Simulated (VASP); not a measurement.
Set up this calculation in VASP 6.6.1, as the native input.

```yaml
Task: single point
Functional: r2SCAN
Potentials_or_basis: VASP PAW PBE potentials, release 64 (C)
Cutoff: 520 eV
k_mesh: 6 × 6 × 4
Occupations: gaussian, width 0.05 eV
Spin: no spin polarisation
Dipole_correction: no
Further_INCAR_settings: LREAL = Auto; ALGO = Normal; EDIFF = 1e-06; NBANDS = 46
```

C:

```
C
1.0
    -2.42911    2.42911    2.42911
     2.42911   -2.42911    2.42911
     4.85822    4.85822    0.00000
C
16
Direct
  0.32546 0.00000 0.00000
  0.82546 0.50000 0.50000
  0.33727 0.33727 0.33727
  0.83727 0.83727 0.83727
  0.00000 0.32546 0.00000
  0.50000 0.82546 0.50000
  0.83727 0.83727 0.16273
  0.33727 0.33727 0.66273
  0.00000 0.67454 0.00000
  0.50000 0.17454 0.50000
  0.16273 0.16273 0.16273
  0.66273 0.66273 0.66273
  0.67454 0.00000 0.00000
  0.17454 0.50000 0.50000
  0.66273 0.66273 0.33727
  0.16273 0.16273 0.83727
```

These files were run (other wordings do the same):

POSCAR

```
C
1.0
   -2.4291088790      2.4291088790      2.4291088790
    2.4291088790     -2.4291088790      2.4291088790
    4.8582177580      4.8582177580      0.0000000000
C
16
Direct
    0.3254551601      0.0000000000      0.0000000000
    0.8254551601      0.5000000000      0.5000000000
    0.3372724200      0.3372724200      0.3372724200
    0.8372724200      0.8372724200      0.8372724200
    0.0000000000      0.3254551601      0.0000000000
    0.5000000000      0.8254551601      0.5000000000
    0.8372724200      0.8372724200      0.1627275800
    0.3372724200      0.3372724200      0.6627275800
    0.0000000000      0.6745448399      0.0000000000
    0.5000000000      0.1745448399      0.5000000000
    0.1627275800      0.1627275800      0.1627275800
    0.6627275800      0.6627275800      0.6627275800
    0.6745448399      0.0000000000      0.0000000000
    0.1745448399      0.5000000000      0.5000000000
    0.6627275800      0.6627275800      0.3372724200
    0.1627275800      0.1627275800      0.8372724200
```

INCAR.step1

```
PREC = Accurate
ENCUT = 520
ISMEAR = 0
SIGMA = 0.05
LREAL = Auto
LASPH = True
NELM = 60
NBANDS = 46
GGA = PE
ALGO = Normal
EDIFF = 1E-4
LWAVE = True
LCHARG = False
```

INCAR.step2

```
PREC = Accurate
ENCUT = 520
EDIFF = 1E-6
ISMEAR = 0
SIGMA = 0.05
LREAL = Auto
LASPH = True
NELM = 60
ALGO = Normal
ISIF = 2
LWAVE = False
LCHARG = False
METAGGA = R2SCAN
LMIXTAU = True
NBANDS = 46
ISTART = 1
```

KPOINTS

```
Automatic mesh
0
Gamma
  6 6 4
```

Potentials or basis: VASP PAW PBE potentials, release 64 (C).

Command:

```bash
$ cat potpaw_PBE.64/C/POTCAR > POTCAR
$ cp INCAR.step1 INCAR
$ mpirun -np 1 vasp_std > vasp.out
$ cp INCAR.step2 INCAR
$ mpirun -np 1 vasp_std > vasp.out
```

It gave:

```
Pressure               : 0.9 GPa
Largest force          : 0.051 eV/Å
Band gap on the k mesh : 3.06 eV
```

Caveat: the PAW data sets were made with another functional, which shifts forces and pressure a little.

Run time: 12 min on 1 thread of Intel Xeon 6975P-C (shared host), peak memory 0.31 GiB.
